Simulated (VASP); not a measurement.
Here is a VASP 6.6.1 calculation.

File INCAR:

```
SYSTEM = Cd
ALGO = Fast
EDIFF = 1E-7
ENCUT = 520
GGA = PE
ISIF = 2
ISMEAR = 0
LASPH = .True.
LCHARG = .False.
LREAL = .False.
LWAVE = .False.
NBANDS = 12
NELM = 100
PREC = Accurate
SIGMA = 0.15
```

The input KPOINTS:

```
k-points
0
Gamma
  18 18 18
  0 0 0
```

File POSCAR:

```
Cd
1.0
    0.0000000000      2.3443196358      2.2541534960
    2.1639873562      0.0000000000      2.2541534960
    2.1639873562      2.3443196358      0.0000000000
Cd
1
Direct
    0.0000000000      0.0000000000      0.0000000000
```

Potentials or basis: VASP PAW PBE potentials, release 64 (Cd).

Launch:

```sh
$ cat potpaw_PBE.64/Cd/POTCAR > POTCAR
$ mpirun -np 1 vasp_std > vasp.out
```

(1) What does it give for the pressure?

(2) What does it give for the band gap on the k mesh?

Answers

(1) 0.3 GPa.

(2) zero (band 6 reaches 4.41 eV, above the bottom of band 7 at 1.13 eV).

Caveat: the cell differs from its parent crystal (normal strain along x -0.0400, normal strain along y +0.0400).
